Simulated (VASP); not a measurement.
The system is CuI.

```xyz
4
Lattice="4.2112 0.0000 0.0000 -2.1056 3.6470 0.0000 0.0000 0.0000 6.2297" Properties=species:S:1:pos:R:3 pbc="T T T"
Cu    0.0000    0.0000    0.0000
Cu    0.0000    0.0000    3.1149
I     0.0000    2.4314    1.5574
I     2.1056    1.2157    4.6723
```

```yaml
Program: VASP 6.6.1
Task: relaxation of cell and atoms
Functional: PBEsol
Potentials_or_basis: VASP PAW PBE potentials, release 64 (Cu, I)
Cutoff: 600 eV
k_mesh: 6 × 6 × 4
Occupations: fermi-dirac, width 0.02 eV
Spin: no spin polarisation
```

At the start: pressure -3.2 GPa; volume 23.92 Å³/atom.

Task: Where does the relaxation end?

Result: Over 8 steps the energy falls by 19.9 meV/atom and the volume is 22.22 Å³/atom (-7.1 %); space group P6_3/mmc (No. 194, to 0.1 Å) before and after.

Step by step:
| step | energy change (eV) | largest force (eV/Å) | pressure (GPa) | volume (Å³) |
| --- | --- | --- | --- | --- |
| 1 | 0.0000 | 0.0000 | -3.24 | 95.68 |
| 2 | -0.0796 | 0.0000 | 0.04 | 89.13 |
| 3 | -0.0796 | 0.0000 | -0.11 | 89.18 |
| 4 | -0.0796 | 0.0000 | -0.11 | 89.18 |
| 5 | -0.0797 | 0.0000 | -0.13 | 89.16 |
| 6 | -0.0797 | 0.0000 | -0.07 | 89.11 |
| 7 | -0.0797 | 0.0000 | -0.08 | 89.04 |
| 8 | -0.0797 | 0.0000 | 0.00 | 88.90 |

Final structure:
```
Cu I
1.0
     4.11498    0.00000    0.00000
    -2.05749    3.56368    0.00000
     0.00000    0.00000    6.06216
Cu I
2 2
Direct
  0.00000 0.00000 0.00000
  0.00000 0.00000 0.50000
  0.33333 0.66667 0.25000
  0.66667 0.33333 0.75000
```

Caveat: the PAW data sets were made with another functional, which shifts forces and pressure a little.
